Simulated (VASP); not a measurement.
# SnTe (F-43m) in VASP: notebook

The runs below take SnTe through single point, relaxation of cell and atoms, with PBEsol.

All numbers are computed with VASP 6.6.1; they aren't measurements. Logs are shortened: lines on timing, memory, paths and dates and some standing lists are left out, and cuts for length are marked.

### 1 The cell of the first run

Symmetry: F-43m, No. 216, cubic system. Conventional cell: a = 7.093 Å, b = 7.093 Å, c = 7.093 Å, α = 90.00°, β = 90.00°, γ = 90.00°. Within 4.0 Å of Sn (site symmetry -43m) lie 4 Te at 3.07 Å. Te (site symmetry -43m) has 4 Sn at 3.07 Å within 4.0 Å.

### 2 Single point, PBEsol

File INCAR:

```
SYSTEM = SnTe
ALGO = Normal
EDIFF = 1E-6
ENCUT = 500
GGA = PS
GGA_COMPAT = .FALSE.
ISIF = 2
ISMEAR = 0
LASPH = .TRUE.
LCHARG = .FALSE.
LREAL = .FALSE.
LWAVE = .FALSE.
NBANDS = 17
NELM = 120
PREC = Accurate
SIGMA = 0.01
```

File KPOINTS:

```
k-points
0
G
  6 6 6
  0 0 0
```

File POSCAR:

```
SnTe
1.0
    0.0000000000      3.5463598721      3.5463598721
    3.5463598721      0.0000000000      3.5463598721
    3.5463598721      3.5463598721      0.0000000000
Sn Te
1 1
Direct
    0.0000000000      0.0000000000      0.0000000000
    0.7500000000      0.7500000000      0.7500000000
```

Potentials or basis: VASP PAW PBE potentials, release 64 (Sn_d, Te).

On the command line:

```sh
$ cat potpaw_PBE.64/Sn_d/POTCAR potpaw_PBE.64/Te/POTCAR > POTCAR
$ mpirun -np 1 vasp_std > vasp.out
```

OUTCAR:

```text
SYSTEM = SnTe
   EDIFF = 1E-6
   ENCUT = 500
   GGA = PS
   ISIF = 2
   ISMEAR = 0
   LASPH = .TRUE.
   LREAL = .FALSE.
   NELM = 120
   PREC = Accurate

 ion  position               nearest neighbor table
   1  0.000  0.000  0.000-   2 3.07   2 3.07   2 3.07   2 3.07
   2  0.750  0.750  0.750-   1 3.07   1 3.07   1 3.07   1 3.07

  LATTYP: Found a face centered cubic cell.
 ALAT       =     7.0927197442

  Lattice vectors:

 A1 = (   0.0000000000,   3.5463598721,   3.5463598721)
 A2 = (   3.5463598721,   0.0000000000,   3.5463598721)
 A3 = (   3.5463598721,   3.5463598721,   0.0000000000)

Analysis of symmetry for initial positions (statically):
=====================================================================
 Subroutine PRICEL returns:
 Original cell was already a primitive cell.

 Routine SETGRP: Setting up the symmetry group for a
 face centered cubic supercell.

 Subroutine GETGRP returns: Found 24 space group operations
 (whereof 24 operations were pure point group operations)
 out of a pool of 48 trial point group operations.

The static configuration has the point symmetry T_d .

Analysis of symmetry for dynamics (positions and initial velocities):
=====================================================================
 Subroutine PRICEL returns:
 Original cell was already a primitive cell.

 Routine SETGRP: Setting up the symmetry group for a
 face centered cubic supercell.

 Subroutine GETGRP returns: Found 24 space group operations
 (whereof 24 operations were pure point group operations)
 out of a pool of 48 trial point group operations.

The dynamic configuration has the point symmetry T_d .

 Subroutine INISYM returns: Found 24 space group operations
 (whereof 24 operations are pure point group operations),
 and found     1 'primitive' translations

----------------------------------------------------------------------------------------

                                     Primitive cell

  volume of cell :      89.2028

  direct lattice vectors                    reciprocal lattice vectors
     0.000000000  3.546359872  3.546359872    -0.140989640  0.140989640  0.140989640
     3.546359872  0.000000000  3.546359872     0.140989640 -0.140989640  0.140989640
     3.546359872  3.546359872  0.000000000     0.140989640  0.140989640 -0.140989640

  length of vectors
     5.015310228  5.015310228  5.015310228     0.244201219  0.244201219  0.244201219

  position of ions in fractional coordinates (direct lattice)
     0.000000000  0.000000000  0.000000000
     0.750000000  0.750000000  0.750000000

  ion indices of the primitive-cell ions
   primitive index   ion index
                 1           1
                 2           2

----------------------------------------------------------------------------------------

 KPOINTS: k-points

Automatic generation of k-mesh.
 Grid dimensions read from file:
 generate k-points for:    6    6    6

 Generating k-lattice:

  Cartesian coordinates                     Fractional coordinates (reciprocal lattice)
    -0.023498273  0.023498273  0.023498273     0.166666667  0.000000000  0.000000000
     0.023498273 -0.023498273  0.023498273     0.000000000  0.166666667  0.000000000
     0.023498273  0.023498273 -0.023498273     0.000000000  0.000000000  0.166666667

  Length of vectors
     0.040700203  0.040700203  0.040700203

  Shift w.r.t. Gamma in fractional coordinates (k-lattice)
     0.000000000  0.000000000  0.000000000

 Subroutine IBZKPT returns following result:
 ===========================================

 Found     16 irreducible k-points:

 Following reciprocal coordinates:
            Coordinates               Weight
  0.000000  0.000000  0.000000      1.000000
  0.166667  0.000000  0.000000      8.000000
  0.333333  0.000000  0.000000      8.000000
  0.500000  0.000000  0.000000      4.000000
  0.166667  0.166667  0.000000      6.000000
  0.333333  0.166667  0.000000     24.000000
[... 8 lines left out ...]
 -0.333333  0.333333  0.166667     24.000000
 -0.333333  0.500000  0.166667     12.000000
   k-points           NKPTS =     16   k-points in BZ     NKDIM =     16   number of bands    NBANDS=     17
   number of dos      NEDOS =    301   number of ions     NIONS =      2
   total plane-waves  NPLWV =  64000
   dimension x,y,z NGX =    40 NGY =   40 NGZ =   40
   dimension x,y,z NGXF=    80 NGYF=   80 NGZF=   80
   ions per type =               1   1
   NGX,Y,Z   is equivalent  to a cutoff of  13.26, 13.26, 13.26 a.u.
   NGXF,Y,Z  is equivalent  to a cutoff of  26.52, 26.52, 26.52 a.u.
 SYSTEM =  SnTe
   PREC   = accura    normal or accurate (medium, high low for compatibility)
   ISTART =      0    job   : 0-new  1-cont  2-samecut
   ICHARG =      2    charge: 1-file 2-atom 10-const
   ISPIN  =      1    spin polarized calculation?
   LNONCOLLINEAR =      F non collinear calculations
   LSORBIT =      F    spin-orbit coupling
   LASPH  =      T    aspherical Exc in radial PAW
   ENCUT  =  500.0 eV  36.75 Ry    6.06 a.u.   9.14  9.14  9.14*2*pi/ulx,y,z
   NELM   =    120;   NELMIN=  2; NELMDL= -5     # of ELM steps
   EDIFF  = 0.1E-05   stopping-criterion for ELM
   LREAL  =      F    real-space projection
   EDIFFG = 0.1E-04   stopping-criterion for IOM
   NSW    =      0    number of steps for IOM
   IBRION =     -1    ionic relax: 0-MD 1-quasi-New 2-CG
   NFREE  =      0    steps in history (QN), initial steepest desc. (CG)
   ISIF   =      2    stress and relaxation
   ISYM   =      2    0-nonsym 1-usesym 2-fastsym
   POTIM  = 0.5000    time-step for ionic-motion
   TEBEG  =    0.0;   TEEND  =   0.0 temperature during run
   PSTRESS=    0.0 pullay stress
   NELECT =      20.0000    total number of electrons
   NUPDOWN=      -1.0000    fix difference up-down
   EMIN   =  10.00;   EMAX   =-10.00  energy-range for DOS
   EFERMI =   0.00;   METHOD = LEGACY
   ISMEAR =     0;   SIGMA  =   0.01  broadening in eV -4-tet -1-fermi 0-gaus
   EFERMI_NEDOS =   21; number of points for ismear=-14 and -15
   IALGO  =     38    algorithm
   IMIX   =      4    mixing-type and parameters
     AMIX     =   0.40;   BMIX     =  1.00
     AMIX_MAG =   1.60;   BMIX_MAG =  1.00
  volume/ion in A,a.u.               =      44.60       300.99
  Fermi-wavevector in a.u.,A,eV,Ry     =   0.994547  1.879422 13.457848  0.989124
  Thomas-Fermi vector in A             =   2.126506
   LORBIT       =      0    0 simple, 1 ext, 2 COOP (PROOUT), +10 PAW based schemes
   GGA     = PS    functional components
   LHFCALC =     F    Hartree Fock is set to
   AEXX    =    0.0000 exact exchange contribution
   IVDW    =     0    specifies the selected vdW correction
   LEPSILON=     F    determine dielectric tensor
   LRPA    =     F    only Hartree local field effects (RPA)
 non-spin polarized calculation
 Gauss-broadening in eV      SIGMA  =   0.01
  energy-cutoff  :      500.00
  volume of cell :       89.20
 maximum number of plane-waves:      2285
 NGX is ok and might be reduce to    40
   NGX = 19   NGY = 19   NGZ = 19

 number of electron      20.0000003 magnetization

 Free energy of the ion-electron system (eV)
  ---------------------------------------------------
  ext. energy  EPLUGINS =         0.00000000
  ---------------------------------------------------
  free energy    TOTEN  =        -7.62355759 eV

  energy without entropy =       -7.62355759  energy(sigma->0) =       -7.62355759

 E-fermi :   3.4347     XC(G=0):  -7.8499

 val. band max:        3.3916617560   @ k =  -0.3333   0.5000   0.1667
 cond. band min:       3.4799072058   @ k =   0.5000   0.5000   0.0000
 fundamental gap:      0.0882454497
 Fermi energy:         3.4347108310

 k-point     1 :       0.0000    0.0000    0.0000
  band No.  band energies     occupation
      1     -18.1863      2.00000
      2     -18.1863      2.00000
      3     -18.1863      2.00000
      4     -18.1733      2.00000
      5     -18.1733      2.00000
      6      -8.3164      2.00000
[... 9 lines left out ...]
     16       9.9385      0.00000
     17      11.0401      0.00000

 k-point     2 :       0.1667    0.0000    0.0000
  band No.  band energies     occupation
      1     -18.1867      2.00000
      2     -18.1858      2.00000
      3     -18.1858      2.00000
      4     -18.1733      2.00000
      5     -18.1733      2.00000
      6      -8.1883      2.00000
[... 9 lines left out ...]
     16       9.3790      0.00000
     17      10.5326      0.00000

 k-point     3 :       0.3333    0.0000    0.0000
  band No.  band energies     occupation
      1     -18.1877      2.00000
      2     -18.1849      2.00000
      3     -18.1849      2.00000
      4     -18.1732      2.00000
      5     -18.1732      2.00000
      6      -7.8877      2.00000
[... 9 lines left out ...]
     16       9.5352      0.00000
     17      10.8942      0.00000

 k-point     4 :       0.5000    0.0000    0.0000
  band No.  band energies     occupation
      1     -18.1882      2.00000
      2     -18.1845      2.00000
      3     -18.1845      2.00000
      4     -18.1732      2.00000
      5     -18.1732      2.00000
      6      -7.7047      2.00000
[... 9 lines left out ...]
     16      10.4296      0.00000
     17      10.4296      0.00000

 k-point     5 :       0.1667    0.1667    0.0000
  band No.  band energies     occupation
      1     -18.1875      2.00000
      2     -18.1853      2.00000
      3     -18.1853      2.00000
      4     -18.1736      2.00000
      5     -18.1731      2.00000
      6      -8.1442      2.00000
[... 9 lines left out ...]
     16      10.2160      0.00000
     17      11.6292      0.00000

 k-point     6 :       0.3333    0.1667    0.0000
  band No.  band energies     occupation
      1     -18.1884      2.00000
      2     -18.1846      2.00000
      3     -18.1844      2.00000
      4     -18.1737      2.00000
      5     -18.1729      2.00000
      6      -7.8938      2.00000
[... 9 lines left out ...]
     16      10.3319      0.00000
     17      11.4587      0.00000

 k-point     7 :       0.5000    0.1667    0.0000
  band No.  band energies     occupation
      1     -18.1886      2.00000
      2     -18.1842      2.00000
      3     -18.1840      2.00000
      4     -18.1735      2.00000
      5     -18.1730      2.00000
      6      -7.6489      2.00000
[... 9 lines left out ...]
     16      10.5324      0.00000
     17      10.7349      0.00000

 k-point     8 :      -0.3333    0.1667    0.0000
  band No.  band energies     occupation
      1     -18.1883      2.00000
      2     -18.1844      2.00000
      3     -18.1843      2.00000
      4     -18.1733      2.00000
      5     -18.1732      2.00000
      6      -7.7138      2.00000
[... 9 lines left out ...]
     16      10.1933      0.00000
     17      11.1289      0.00000

 k-point     9 :      -0.1667    0.1667    0.0000
  band No.  band energies     occupation
      1     -18.1875      2.00000
      2     -18.1853      2.00000
      3     -18.1849      2.00000
      4     -18.1735      2.00000
      5     -18.1731      2.00000
      6      -7.9980      2.00000
[... 9 lines left out ...]
     16       9.5164      0.00000
     17      11.5280      0.00000

 k-point    10 :       0.3333    0.3333    0.0000
  band No.  band energies     occupation
      1     -18.1898      2.00000
      2     -18.1835      2.00000
      3     -18.1835      2.00000
      4     -18.1741      2.00000
      5     -18.1726      2.00000
      6      -7.7251      2.00000
[... 9 lines left out ...]
     16      11.0333      0.00000
     17      13.0607      0.00000

 k-point    11 :       0.5000    0.3333    0.0000
  band No.  band energies     occupation
      1     -18.1901      2.00000
      2     -18.1832      2.00000
      3     -18.1830      2.00000
      4     -18.1741      2.00000
      5     -18.1725      2.00000
      6      -7.5235      2.00000
[... 9 lines left out ...]
     16      10.9586      0.00000
     17      12.2688      0.00000

 k-point    12 :      -0.3333    0.3333    0.0000
  band No.  band energies     occupation
      1     -18.1892      2.00000
      2     -18.1837      2.00000
      3     -18.1834      2.00000
      4     -18.1737      2.00000
      5     -18.1729      2.00000
      6      -7.5185      2.00000
[... 9 lines left out ...]
     16      10.9802      0.00000
     17      12.5004      0.00000

 k-point    13 :       0.5000    0.5000    0.0000
  band No.  band energies     occupation
      1     -18.1910      2.00000
      2     -18.1825      2.00000
      3     -18.1825      2.00000
      4     -18.1744      2.00000
      5     -18.1723      2.00000
      6      -7.4522      2.00000
[... 9 lines left out ...]
     16      11.7419      0.00000
     17      11.7419      0.00000

 k-point    14 :       0.5000    0.3333    0.1667
  band No.  band energies     occupation
      1     -18.1891      2.00000
      2     -18.1841      2.00000
      3     -18.1835      2.00000
      4     -18.1738      2.00000
      5     -18.1728      2.00000
      6      -7.6567      2.00000
[... 9 lines left out ...]
     16      10.8926      0.00000
     17      11.9233      0.00000

 k-point    15 :      -0.3333    0.3333    0.1667
  band No.  band energies     occupation
      1     -18.1892      2.00000
      2     -18.1841      2.00000
      3     -18.1831      2.00000
      4     -18.1737      2.00000
      5     -18.1729      2.00000
      6      -7.5185      2.00000
[... 9 lines left out ...]
     16      10.6999      0.00000
     17      11.7375      0.00000

 k-point    16 :      -0.3333    0.5000    0.1667
  band No.  band energies     occupation
      1     -18.1900      2.00000
      2     -18.1836      2.00000
      3     -18.1825      2.00000
      4     -18.1740      2.00000
      5     -18.1726      2.00000
      6      -7.4492      2.00000
[... 9 lines left out ...]
     16      11.4473      0.00000
     17      11.4762      0.00000

------------------------ aborting loop because EDIFF is reached ----------------------------------------

  FORCE on cell =-STRESS in cart. coord.  units (eV):
  Direction    XX          YY          ZZ          XY          YZ          ZX
  --------------------------------------------------------------------------------------
  -------------------------------------------------------------------------------------
  Total       -0.0201325     -0.0201325     -0.0201325      0.0000000     -0.0000000     -0.0000000
  in kB       -0.3616009     -0.3616009     -0.3616009      0.0000000     -0.0000000     -0.0000000
  external PRESSURE =      -0.3616009 kB  Pullay stress =       0.0000000 kB

 VOLUME and BASIS-vectors are now :
 -----------------------------------------------------------------------------
  energy-cutoff  :      500.00
  volume of cell :       89.20
      direct lattice vectors                 reciprocal lattice vectors
     0.000000000  3.546359872  3.546359872    -0.140989640  0.140989640  0.140989640
     3.546359872  0.000000000  3.546359872     0.140989640 -0.140989640  0.140989640
     3.546359872  3.546359872  0.000000000     0.140989640  0.140989640 -0.140989640

 POSITION                                       TOTAL-FORCE (eV/Angst)
 -----------------------------------------------------------------------------------
      0.00000      0.00000      0.00000         0.000000      0.000000      0.000000
      5.31954      5.31954      5.31954        -0.000000     -0.000000     -0.000000
 -----------------------------------------------------------------------------------
    total drift:                                0.000000      0.000000      0.000000

  FREE ENERGIE OF THE ION-ELECTRON SYSTEM (eV)
  ---------------------------------------------------
  free  energy   TOTEN  =        -7.6235575898 eV

  energy  without entropy=       -7.6235575898  energy(sigma->0) =       -7.62355759
```

It took 27 s on 1 thread of Intel Xeon Platinum 8375C at 2.90GHz (Ice Lake), shared host; peak memory 0.23 GiB.

What came out:

| Quantity | Value |
| --- | --- |
| Free energy | -7.6236 eV |
| Pressure | 0.0 GPa |
| Band gap on the k mesh | 0.09 eV (least direct gap 0.69 eV) |

Levels at points of the mesh, in eV from the valence-band top:
| k point | band 7 | band 8 | band 9 | band 10 | band 11 | band 12 | band 13 | band 14 |
| --- | --- | --- | --- | --- | --- | --- | --- | --- |
| (0.00, 0.00, 0.00) | -4.94 | -1.93 | -1.93 | -1.93 | 1.07 | 1.07 | 1.07 | 4.09 |
| (0.50, 0.00, 0.00) | -7.04 | -2.50 | -2.50 | -2.01 | 1.91 | 1.91 | 3.71 | 5.65 |
| (0.50, 0.50, 0.00) | -7.43 | -3.22 | -3.22 | -0.60 | 0.09 | 4.20 | 4.20 | 5.54 |

Caveat: the PAW data sets were made with another functional, which shifts forces and pressure a little; spin-orbit coupling is left out, which moves the levels of the heavy elements. A k mesh can miss the band edges.

### 3 Relaxation of cell and atoms, PBEsol

This run uses another cell than the first one, of 47.09 Å³/atom.

File INCAR:

```
SYSTEM = SnTe
PREC = Accurate
ENCUT = 500
EDIFF = 1E-7
ISMEAR = 0
SIGMA = 0.01
LREAL = .FALSE.
LASPH = .TRUE.
NELM = 120
ALGO = Normal
ISIF = 3
LWAVE = .FALSE.
LCHARG = .FALSE.
GGA = PS
IBRION = 2
NSW = 80
EDIFFG = -0.02
GGA_COMPAT = .FALSE.
NELMIN = 4
```

File KPOINTS:

```
Automatic mesh
0
G
  6 6 6
  0 0 0
```

File POSCAR:

```
SnTe
1.0
    0.0000000000      3.6111460000      3.6111460000
    3.6111460000      0.0000000000      3.6111460000
    3.6111460000      3.6111460000      0.0000000000
Sn Te
1 1
Direct
    0.0000000000      0.0000000000      0.0000000000
    0.7500000000      0.7500000000      0.7500000000
```

Potentials or basis: VASP PAW PBE potentials, release 64 (Sn_d, Te).

On the command line:

```sh
$ cat potpaw_PBE.64/Sn_d/POTCAR potpaw_PBE.64/Te/POTCAR > POTCAR
$ mpirun -np 1 vasp_std > vasp.out
```

Run time: 61 s. Hardware: 1 thread of Intel Xeon Platinum 8375C at 2.90GHz (Ice Lake), shared host; peak memory 0.24 GiB.

It converged, with:

* Free energy: -7.6242 eV
* Relaxed volume: 44.56 Å³/atom
* Relaxed cell: a = 5.014 Å, b = 5.014 Å, c = 5.014 Å, α = 60.00°, β = 60.00°, γ = 60.00°
* Space group after relaxing (to 0.1 Å): F-43m (No. 216)
* Energy gained by relaxing: 11.2 meV/atom
* Ionic steps: 3
* Pressure after relaxing: 0.0 GPa
* Band gap on the k mesh: 0.09 eV (least direct gap 0.69 eV)

Step by step:
| step | energy change (eV) | largest force (eV/Å) | pressure (GPa) | volume (Å³) |
| --- | --- | --- | --- | --- |
| 1 | 0.0000 | 0.0000 | -1.35 | 94.18 |
| 2 | -0.0224 | 0.0000 | 0.08 | 88.86 |
| 3 | -0.0224 | 0.0000 | 0.01 | 89.12 |

Final structure:
```
CELL_PARAMETERS angstrom
0.00000 3.54528 3.54528
3.54528 0.00000 3.54528
3.54528 3.54528 0.00000
ATOMIC_POSITIONS crystal
Sn 0.00000 0.00000 0.00000
Te 0.75000 0.75000 0.75000
```

Levels at points of the mesh, in eV from the valence-band top:
| k point | band 7 | band 8 | band 9 | band 10 | band 11 | band 12 | band 13 | band 14 |
| --- | --- | --- | --- | --- | --- | --- | --- | --- |
| (0.00, 0.00, 0.00) | -4.94 | -1.93 | -1.93 | -1.93 | 1.07 | 1.07 | 1.07 | 4.08 |
| (0.50, 0.00, 0.00) | -7.05 | -2.51 | -2.51 | -2.01 | 1.91 | 1.91 | 3.71 | 5.64 |
| (0.50, 0.50, 0.00) | -7.44 | -3.22 | -3.22 | -0.61 | 0.09 | 4.21 | 4.21 | 5.54 |

Caveat: the PAW data sets were made with another functional, which shifts forces and pressure a little; spin-orbit coupling is left out, which moves the levels of the heavy elements.
